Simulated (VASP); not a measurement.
# Co (P6_3/mmc) in VASP: further runs

Co is run at these levels: revPBE; tasks: single point, relaxation of cell and atoms.

Program: VASP 6.6.1. These are calculated values, not measurements. Logs are shortened: lines on timing, memory, paths and dates and some standing lists are left out, and cuts for length are marked.

### 1 The cell of the first run

The structure is hexagonal, space group P6_3/mmc (No. 194). Conventional cell: a = 2.473 Å, b = 2.473 Å, c = 3.983 Å, α = 90.00°, β = 90.00°, γ = 120.00°. Co (site symmetry -6m2) has 12 Co at 2.45 to 2.47 Å within 3.2 Å.

### 2 Single point, revPBE

INCAR

```
SYSTEM = Co
ALGO = Normal
EDIFF = 1E-7
ENCUT = 520
GGA = RE
ISIF = 2
ISMEAR = -1
LASPH = .True.
LCHARG = .True.
LELF = .True.
LREAL = .False.
LVHAR = .True.
LWAVE = .False.
NBANDS = 16
NELM = 80
PREC = Accurate
SIGMA = 0.1
```

KPOINTS

```
k-points
0
Gamma
  14 14 8
  0 0 0
```

POSCAR

```
Co
1.0
    2.4725883742      0.0000000000      0.0000000000
   -1.2362941871      2.1413243452      0.0000000000
    0.0000000000      0.0000000000      3.9832236964
Co
2
Direct
    0.3333333333      0.6666666667      0.2500000000
    0.6666666667      0.3333333333      0.7500000000
```

Potentials or basis: VASP PAW PBE potentials, release 64 (Co).

The run is started by

```
$ cat potpaw_PBE.64/Co/POTCAR > POTCAR
$ mpirun -np 1 vasp_std > vasp.out
```

OUTCAR:

```text
SYSTEM = Co
   EDIFF = 1E-7
   ENCUT = 520
   GGA = RE
   ISIF = 2
   ISMEAR = -1
   LASPH = .True.
   LREAL = .False.
   NELM = 80
   PREC = Accurate

 ion  position               nearest neighbor table
   1  0.333  0.667  0.250-   2 2.45   2 2.45   2 2.45   2 2.45   2 2.45   2 2.45
   2  0.667  0.333  0.750-   1 2.45   1 2.45   1 2.45   1 2.45   1 2.45   1 2.45

  LATTYP: Found a hexagonal cell.
 ALAT       =     2.4725883742
 C/A-ratio  =     1.6109530151

  Lattice vectors:

 A1 = (   2.4725883742,   0.0000000000,   0.0000000000)
 A2 = (  -1.2362941871,   2.1413243452,   0.0000000000)
 A3 = (   0.0000000000,   0.0000000000,   3.9832236964)

Analysis of symmetry for initial positions (statically):
=====================================================================
 Subroutine PRICEL returns:
 Original cell was already a primitive cell.

 Routine SETGRP: Setting up the symmetry group for a
 hexagonal supercell.

 Subroutine GETGRP returns: Found 24 space group operations
 (whereof 12 operations were pure point group operations)
 out of a pool of 24 trial point group operations.

The static configuration has the point symmetry D_3d.
 The point group associated with its full space group is D_6h.

Analysis of symmetry for dynamics (positions and initial velocities):
=====================================================================
 Subroutine PRICEL returns:
 Original cell was already a primitive cell.

 Routine SETGRP: Setting up the symmetry group for a
 hexagonal supercell.

 Subroutine GETGRP returns: Found 24 space group operations
 (whereof 12 operations were pure point group operations)
 out of a pool of 24 trial point group operations.

The dynamic configuration has the point symmetry D_3d.
 The point group associated with its full space group is D_6h.

 Subroutine INISYM returns: Found 24 space group operations
 (whereof 12 operations are pure point group operations),
 and found     1 'primitive' translations

----------------------------------------------------------------------------------------

                                     Primitive cell

  volume of cell :      21.0896

  direct lattice vectors                    reciprocal lattice vectors
     2.472588374  0.000000000  0.000000000     0.404434483  0.233500357  0.000000000
    -1.236294187  2.141324345  0.000000000     0.000000000  0.467000715  0.000000000
     0.000000000  0.000000000  3.983223696     0.000000000  0.000000000  0.251052935

  length of vectors
[... 82 lines left out ...]
   EDIFF  = 0.1E-06   stopping-criterion for ELM
   LREAL  =      F    real-space projection
   EDIFFG = 0.1E-05   stopping-criterion for IOM
   NSW    =      0    number of steps for IOM
   IBRION =     -1    ionic relax: 0-MD 1-quasi-New 2-CG
   NFREE  =      0    steps in history (QN), initial steepest desc. (CG)
   ISIF   =      2    stress and relaxation
   ISYM   =      2    0-nonsym 1-usesym 2-fastsym
   POTIM  = 0.5000    time-step for ionic-motion
   TEBEG  =    0.0;   TEEND  =   0.0 temperature during run
   PSTRESS=    0.0 pullay stress
   NELECT =      18.0000    total number of electrons
   NUPDOWN=      -1.0000    fix difference up-down
   EMIN   =  10.00;   EMAX   =-10.00  energy-range for DOS
   EFERMI =   0.00;   METHOD = LEGACY
   ISMEAR =    -1;   SIGMA  =   0.10  broadening in eV -4-tet -1-fermi 0-gaus
   EFERMI_NEDOS =   21; number of points for ismear=-14 and -15
   IALGO  =     38    algorithm
   IMIX   =      4    mixing-type and parameters
     AMIX     =   0.40;   BMIX     =  1.00
     AMIX_MAG =   1.60;   BMIX_MAG =  1.00
  volume/ion in A,a.u.               =      10.54        71.16
  Fermi-wavevector in a.u.,A,eV,Ry     =   1.552897  2.934550 32.810305  2.411489
  Thomas-Fermi vector in A             =   2.657206
   LORBIT       =      0    0 simple, 1 ext, 2 COOP (PROOUT), +10 PAW based schemes
   GGA     = RE    functional components
   LHFCALC =     F    Hartree Fock is set to
   AEXX    =    0.0000 exact exchange contribution
   IVDW    =     0    specifies the selected vdW correction
   LEPSILON=     F    determine dielectric tensor
   LRPA    =     F    only Hartree local field effects (RPA)
 non-spin polarized calculation
  energy-cutoff  :      520.00
  volume of cell :       21.09
 maximum number of plane-waves:       580
   NGX =  9   NGY =  9   NGZ = 15

 number of electron      17.9999985 magnetization

 Free energy of the ion-electron system (eV)
  ---------------------------------------------------
  ext. energy  EPLUGINS =         0.00000000
  ---------------------------------------------------
  free energy    TOTEN  =       -12.85229375 eV

  energy without entropy =      -12.66642331  energy(sigma->0) =      -12.75935853

 E-fermi :  10.6784     XC(G=0): -13.5107

 val. band max:       10.6708101024   @ k =   0.2143   0.2143   0.3750
 cond. band min:      10.6792283239   @ k =   0.3571   0.2857   0.2500
 fundamental gap:      0.0084182216
 Fermi energy:        10.6784155747

 k-point     1 :       0.0000    0.0000    0.0000
  band No.  band energies     occupation
      1       1.6780      2.00000
      2       5.9290      2.00000
      3       8.8397      2.00000
      4       8.8592      2.00000
      5       8.8592      2.00000
      6       9.2138      2.00000
[... 433 lines left out ...]
      3       7.2272      2.00000
      4       7.5317      2.00000
      5       8.4703      2.00000
      6       8.5873      2.00000
[... 8 lines left out ...]
     15      23.5102      0.00000
     16      24.7902      0.00000

 [... further k-points ...]

------------------------ aborting loop because EDIFF is reached ----------------------------------------

  FORCE on cell =-STRESS in cart. coord.  units (eV):
  Direction    XX          YY          ZZ          XY          YZ          ZX
  --------------------------------------------------------------------------------------
  -------------------------------------------------------------------------------------
  Total       -0.0721659     -0.0721659     -0.0857285     -0.0000000      0.0000000      0.0000000
  in kB       -5.4824379     -5.4824379     -6.5127835     -0.0000000      0.0000000      0.0000000
  external PRESSURE =      -5.8258864 kB  Pullay stress =       0.0000000 kB

 VOLUME and BASIS-vectors are now :
 -----------------------------------------------------------------------------
  energy-cutoff  :      520.00
  volume of cell :       21.09
      direct lattice vectors                 reciprocal lattice vectors
     2.472588374  0.000000000  0.000000000     0.404434483  0.233500357  0.000000000
    -1.236294187  2.141324345  0.000000000     0.000000000  0.467000715  0.000000000
     0.000000000  0.000000000  3.983223696     0.000000000  0.000000000  0.251052935

 POSITION                                       TOTAL-FORCE (eV/Angst)
 -----------------------------------------------------------------------------------
     -0.00000      1.42755      0.99581        -0.000000     -0.000000      0.000000
      1.23629      0.71377      2.98742         0.000000      0.000000      0.000000
 -----------------------------------------------------------------------------------
    total drift:                               -0.000000     -0.000000     -0.000000

  FREE ENERGIE OF THE ION-ELECTRON SYSTEM (eV)
  ---------------------------------------------------
  free  energy   TOTEN  =       -12.8522937534 eV

  energy  without entropy=      -12.6664233075  energy(sigma->0) =      -12.75935853
```

OSZICAR:

```text
N       E                     dE             d eps       ncg     rms          rms(c)
DAV:   1     0.749879915462E+02    0.74988E+02   -0.83958E+03  3984   0.154E+03
DAV:   2    -0.131810257245E+02   -0.88169E+02   -0.80682E+02  3840   0.237E+02
DAV:   3    -0.152851954388E+02   -0.21042E+01   -0.20579E+01  4752   0.506E+01
DAV:   4    -0.153201576977E+02   -0.34962E-01   -0.34953E-01  5544   0.493E+00
DAV:   5    -0.153202968799E+02   -0.13918E-03   -0.13917E-03  4808   0.350E-01    0.144E+01
DAV:   6    -0.132929419485E+02    0.20274E+01   -0.10966E+01  4112   0.706E+01    0.521E+00
DAV:   7    -0.128907839299E+02    0.40216E+00   -0.15887E+00  4376   0.251E+01    0.188E+00
DAV:   8    -0.128576515702E+02    0.33132E-01   -0.18212E-02  6128   0.238E+00    0.614E-01
DAV:   9    -0.128522722720E+02    0.53793E-02   -0.11132E-03  5736   0.410E-01    0.719E-02
DAV:  10    -0.128522925731E+02   -0.20301E-04   -0.63915E-05  4448   0.954E-02    0.392E-02
DAV:  11    -0.128522918167E+02    0.75634E-06   -0.17655E-06  6184   0.169E-02    0.865E-03
DAV:  12    -0.128522934808E+02   -0.16641E-05   -0.15605E-07  3624   0.557E-03    0.207E-03
DAV:  13    -0.128522937529E+02   -0.27214E-06   -0.87232E-09  2432   0.869E-04    0.116E-04
DAV:  14    -0.128522937534E+02   -0.48863E-09   -0.22330E-09  2224   0.617E-04
   1 F= -.12852294E+02 E0= -.12759359E+02  d E =-.185870E+00
```

It took 38 s on 1 thread of Intel Xeon Platinum 8488C (Sapphire Rapids), shared host; peak memory 0.15 GiB.

Results:

- Free energy: -12.8523 eV
- Pressure: -0.6 GPa
- Band gap on the k mesh: zero (band 9 reaches 11.04 eV, above the bottom of band 10 at 9.52 eV)

Caveat: the PAW data sets were made with another functional, which shifts forces and pressure a little; the run has no spin polarisation, though such a crystal can be magnetic.

### 3 Relaxation of cell and atoms, revPBE

This run uses another cell than the first one, of 11.07 Å³/atom, 1.050 times its volume.

INCAR

```
SYSTEM = Co
PREC     = Accurate       ! precision mode
ENCUT    = 600            ! plane-wave cutoff, eV
EDIFF    = 1E-6           ! SCF threshold, eV
ISMEAR   = -1             ! smearing method
SIGMA    = 0.1            ! smearing width, eV
LREAL    = .False.        ! projectors in reciprocal space
LASPH    = .True.         ! aspherical terms in the spheres
NELM     = 60             ! most SCF steps
ALGO     = Normal         ! electronic algorithm
ISIF     = 3              ! what is computed and relaxed
LWAVE    = .False.        ! write WAVECAR
LCHARG   = .False.        ! write CHGCAR
GGA      = RE             ! functional
IBRION   = 2              ! ionic algorithm
NSW      = 80             ! ionic steps
EDIFFG   = -0.01          ! ionic threshold
```

KPOINTS

```
Automatic mesh
0
Gamma
  14 14 8
  0 0 0
```

POSCAR

```
Co
1.0
    2.5070990085      0.0000000000      0.0000000000
   -1.2535495042      2.1712114311      0.0000000000
    0.0000000000      0.0000000000      4.0686000000
Co
2
Direct
    0.3333333333      0.6666666667      0.2500000000
    0.6666666667      0.3333333333      0.7500000000
```

Potentials or basis: VASP PAW PBE potentials, release 64 (Co).

The run is started by

```
$ cat potpaw_PBE.64/Co/POTCAR > POTCAR
$ mpirun -np 1 vasp_std > vasp.out
```

Run time: 2 min. Hardware: 1 thread of Intel Xeon Platinum 8488C (Sapphire Rapids), shared host; peak memory 0.17 GiB.

It converged, with:

```yaml
Free_energy: -12.8523 eV
Relaxed_volume: 10.51 Å³/atom
Relaxed_cell: a = 2.470 Å, b = 2.470 Å, c = 3.978 Å, α = 90.00°, β = 90.00°, γ = 120.00°
Space_group_after_relaxing_to_0.05_Å: P6_3/mmc (No. 194)
Energy_gained_by_relaxing: 19.9 meV/atom
Ionic_steps: 12
Pressure_after_relaxing: 0.1 GPa
Band_gap_on_the_k_mesh: zero (band 9 reaches 11.09 eV, above the bottom of band 10 at 9.56 eV)
```

The path:
```
step  energy change (eV)  largest force (eV/Å)  pressure (GPa)  volume (Å³)
   1              0.0000                0.0000          -10.44        22.15
   2              0.0076                0.0000           14.44        19.91
   3             -0.0396                0.0000           -0.01        21.03
   4             -0.0396                0.0000            0.25        21.01
   5             -0.0398                0.0000            0.20        21.01
   6             -0.0398                0.0000            0.17        21.01
   7             -0.0398                0.0000            0.21        21.01
   8             -0.0398                0.0000            0.19        21.01
   9             -0.0398                0.0000            0.24        21.01
  10             -0.0398                0.0000            0.25        21.01
  11             -0.0398                0.0000           -0.36        21.06
  12             -0.0398                0.0000            0.05        21.03
```

Final structure:
```
CELL_PARAMETERS angstrom
2.47041 0.00000 0.00000
-1.23520 2.13944 0.00000
0.00000 0.00000 3.97848
ATOMIC_POSITIONS crystal
Co 0.33333 0.66667 0.25000
Co 0.66667 0.33333 0.75000
```

Levels at points of the mesh, in eV from the Fermi level:
| k point | band 5 | band 6 | band 7 | band 8 | band 9 | band 10 | band 11 | band 12 | band 13 |
| --- | --- | --- | --- | --- | --- | --- | --- | --- | --- |
| (0.00, 0.00, 0.00) | -1.83 | -1.47 | -1.47 | -1.11 | -1.11 | -0.01 | 0.11 | 0.11 | 7.21 |
| (0.50, 0.00, 0.00) | -2.02 | -1.81 | -1.43 | 0.25 | 0.37 | 0.42 | 1.95 | 3.95 | 10.21 |
| (0.00, 0.00, 0.50) | -1.90 | -1.90 | -1.90 | -1.90 | -0.22 | -0.22 | -0.22 | -0.22 | 15.73 |
| (0.50, 0.00, 0.50) | -0.97 | -0.97 | -0.33 | -0.33 | 0.35 | 0.35 | 1.92 | 1.92 | 8.00 |

Caveat: the PAW data sets were made with another functional, which shifts forces and pressure a little; the run has no spin polarisation, though such a crystal can be magnetic.

### 4 Single point, revPBE

INCAR

```
PREC     = Accurate       # precision mode
ENCUT    = 520            # plane-wave cutoff, eV
EDIFF    = 1E-6           # SCF threshold, eV
ISMEAR   = -1             # smearing method
SIGMA    = 0.1            # smearing width, eV
LREAL    = False          # projectors in reciprocal space
LASPH    = True           # aspherical terms in the spheres
NELM     = 60             # most SCF steps
ALGO     = Normal         # electronic algorithm
ISIF     = 2              # what is computed and relaxed
LWAVE    = False          # write WAVECAR
LCHARG   = True           # write CHGCAR
GGA      = RE             # functional
LELF     = True           # ELF
LVHAR    = True         
NBANDS   = 16             # bands
```

KPOINTS

```
regular mesh
0
Gamma
  24 24 13
```

POSCAR

```
Co
1.0
    2.4725883742      0.0000000000      0.0000000000
   -1.2362941871      2.1413243452      0.0000000000
    0.0000000000      0.0000000000      3.9832236964
Co
2
Direct
    0.3333333333      0.6666666667      0.2500000000
    0.6666666667      0.3333333333      0.7500000000
```

Potentials or basis: VASP PAW PBE potentials, release 64 (Co).

The run is started by

```
$ cat potpaw_PBE.64/Co/POTCAR > POTCAR
$ mpirun -np 1 vasp_std > vasp.out
```

OUTCAR:

```text
PREC = Accurate
   ENCUT = 520
   EDIFF = 1E-6
   ISMEAR = -1
   LREAL = False
   LASPH = True
   NELM = 60
   ISIF = 2
   GGA = RE

 ion  position               nearest neighbor table
   1  0.333  0.667  0.250-   2 2.45   2 2.45   2 2.45   2 2.45   2 2.45   2 2.45
   2  0.667  0.333  0.750-   1 2.45   1 2.45   1 2.45   1 2.45   1 2.45   1 2.45

  LATTYP: Found a hexagonal cell.
 ALAT       =     2.4725883742
 C/A-ratio  =     1.6109530151

  Lattice vectors:

 A1 = (   2.4725883742,   0.0000000000,   0.0000000000)
 A2 = (  -1.2362941871,   2.1413243452,   0.0000000000)
 A3 = (   0.0000000000,   0.0000000000,   3.9832236964)

Analysis of symmetry for initial positions (statically):
=====================================================================
 Subroutine PRICEL returns:
 Original cell was already a primitive cell.

 Routine SETGRP: Setting up the symmetry group for a
 hexagonal supercell.

 Subroutine GETGRP returns: Found 24 space group operations
 (whereof 12 operations were pure point group operations)
 out of a pool of 24 trial point group operations.

The static configuration has the point symmetry D_3d.
[... 161 lines left out ...]

 E-fermi :  10.6767     XC(G=0): -13.5107

 val. band max:       10.6765599284   @ k =   0.3333   0.3333   0.0769
 cond. band min:      10.6770104295   @ k =   0.2083   0.1250   0.4615
 fundamental gap:      0.0004505012
 Fermi energy:        10.6767310224

 k-point     1 :       0.0000    0.0000    0.0000
  band No.  band energies     occupation
      1       1.6778      2.00000
      2       5.9282      2.00000
      3       8.8382      2.00000
      4       8.8584      2.00000
      5       8.8584      2.00000
      6       9.2128      2.00000
[... 433 lines left out ...]
      3       6.7331      2.00000
      4       8.4428      2.00000
      5       8.6568      2.00000
      6       8.8738      2.00000
[... 8 lines left out ...]
     15      24.1186      0.00000
     16      25.1450      0.00000

 [... further k-points ...]

------------------------ aborting loop because EDIFF is reached ----------------------------------------

  FORCE on cell =-STRESS in cart. coord.  units (eV):
  Direction    XX          YY          ZZ          XY          YZ          ZX
  --------------------------------------------------------------------------------------
  -------------------------------------------------------------------------------------
  Total       -0.0414358     -0.0414358     -0.0533906      0.0000000     -0.0000000     -0.0000000
  in kB       -3.1478750     -3.1478750     -4.0560797      0.0000000     -0.0000000     -0.0000000
  external PRESSURE =      -3.4506099 kB  Pullay stress =       0.0000000 kB

 VOLUME and BASIS-vectors are now :
 -----------------------------------------------------------------------------
  energy-cutoff  :      520.00
  volume of cell :       21.09
      direct lattice vectors                 reciprocal lattice vectors
     2.472588374  0.000000000  0.000000000     0.404434483  0.233500357  0.000000000
    -1.236294187  2.141324345  0.000000000     0.000000000  0.467000715  0.000000000
     0.000000000  0.000000000  3.983223696     0.000000000  0.000000000  0.251052935

 POSITION                                       TOTAL-FORCE (eV/Angst)
 -----------------------------------------------------------------------------------
     -0.00000      1.42755      0.99581        -0.000000     -0.000000      0.000000
      1.23629      0.71377      2.98742         0.000000      0.000000      0.000000
 -----------------------------------------------------------------------------------
    total drift:                               -0.000000     -0.000000     -0.000000

  FREE ENERGIE OF THE ION-ELECTRON SYSTEM (eV)
  ---------------------------------------------------
  free  energy   TOTEN  =       -12.8529113719 eV

  energy  without entropy=      -12.6683387109  energy(sigma->0) =      -12.76062504
```

It took 69 s on 1 thread of Intel Xeon Platinum 8488C (Sapphire Rapids), shared host; peak memory 0.22 GiB.

What came out:

```
Free energy            : -12.8529 eV
Pressure               : -0.3 GPa
Band gap on the k mesh : zero (band 9 reaches 11.04 eV, above the bottom of band 10 at 9.55 eV)
```

Levels at points of the mesh, in eV from the Fermi level:
| k point | band 5 | band 6 | band 7 | band 8 | band 9 | band 10 | band 11 | band 12 | band 13 | band 14 |
| --- | --- | --- | --- | --- | --- | --- | --- | --- | --- | --- |
| (0.00, 0.00, 0.00) | -1.82 | -1.46 | -1.46 | -1.10 | -1.10 | -0.01 | 0.11 | 0.11 | 7.18 | 22.08 |
| (0.50, 0.00, 0.00) | -2.01 | -1.80 | -1.42 | 0.25 | 0.37 | 0.41 | 1.94 | 3.94 | 10.19 | 10.89 |

Caveat: the PAW data sets were made with another functional, which shifts forces and pressure a little; the run has no spin polarisation, though such a crystal can be magnetic. Spin polarisation is off, so any magnetic state and its effect on volume and gap are missing.

### 5 The runs side by side

| task | cell | k mesh | cutoff (eV) | gap on the mesh (eV) | pressure (GPa) |
| --- | --- | --- | --- | --- | --- |
| single point | a = 2.473, b = 2.473, c = 3.983 Å, angles 90.0, 90.0, 120.0°, 2 atoms | 14 × 14 × 8 | 520 | none | -0.6 |
| relaxation of cell and atoms | relaxed from a = 2.507, b = 2.507, c = 4.069 Å, angles 90.0, 90.0, 120.0°, 2 atoms | 14 × 14 × 8 | 600 | none | 0.1 |
| single point | a = 2.473, b = 2.473, c = 3.983 Å, angles 90.0, 90.0, 120.0°, 2 atoms | 24 × 24 × 13 | 520 | none | -0.3 |

Alike in all rows: level revPBE; potentials or basis VASP PAW PBE potentials, release 64 (Co); no spin polarisation; smearing fermi-dirac 0.1 eV.

Caveats: the PAW data sets were made with another functional, which shifts forces and pressure a little; the run has no spin polarisation, though such a crystal can be magnetic.

Absolute energies hang on the potentials; compare differences alone.
